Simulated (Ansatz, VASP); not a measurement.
ZnAu in VASP and in Ansatz

Contents of INCAR:

```
SYSTEM = ZnAu
  ALGO = Normal
  EDIFF = 1E-6
  ENCUT = 520
  GGA = PE
  ISIF = 2
  ISMEAR = 0
  LASPH = .TRUE.
  LCHARG = .FALSE.
  LREAL = .FALSE.
  LWAVE = .FALSE.
  NBANDS = 18
  NELM = 100
  PREC = Accurate
  SIGMA = 0.1
```

File KPOINTS:

```
k-points
0
G
  14 14 14
  0 0 0
```

POSCAR

```
ZnAu
1.0
    3.0443448600      0.0000000000      0.0000000000
    0.0000000000      3.0443448600      0.0000000000
    0.0000000000      0.0000000000      3.0443448600
Zn Au
1 1
Direct
    0.5000000000      0.5000000000      0.5000000000
    0.0000000000      0.0000000000      0.0000000000
```

Input for Ansatz:

```yaml
crystal:
  lattice:
    - [3.04434486, 0.0, 0.0]
    - [0.0, 3.04434486, 0.0]
    - [0.0, 0.0, 3.04434486]
  atoms:
    - { symbol: Zn, position: [0.5, 0.5, 0.5] }
    - { symbol: Au, position: [0.0, 0.0, 0.0] }
basis:
  ecutwfc: 420
kpoints:
  mp_grid: { grid: [14, 14, 14] }
hamiltonian:
  xc: pbe
scf:
  occupations: { method: gaussian, width: 0.1 }
output:
  forces: true
  stress: true
  eigenvalues: true
  populations: true
```

Alike in both runs: task single point; functional PBE; k mesh 14 × 14 × 14; occupations gaussian, width 0.1 eV; no spin polarisation.

|  | VASP | Ansatz |
| --- | --- | --- |
| version | VASP 6.6.1 | Ansatz 0.2.0 |
| potentials or method | VASP PAW PBE potentials, release 64 (Zn, Au), cutoff 520 eV | scalar-relativistic, plane waves, PAW |
| valence electrons in the cell | 23 | 31 |

```csv
,VASP,Ansatz,Ansatz less VASP
gap on the k mesh at the Fermi level (eV),none,none,-
pressure (GPa),23.4,23.2,-0.17
```

A gap of «none» marks a metal or a gap that the smearing closes. VASP's potentials hold 23 valence electrons a cell and Ansatz's 31, so a difference there can come from the potentials and not from the codes.

Neither program's run includes spin-orbit coupling.
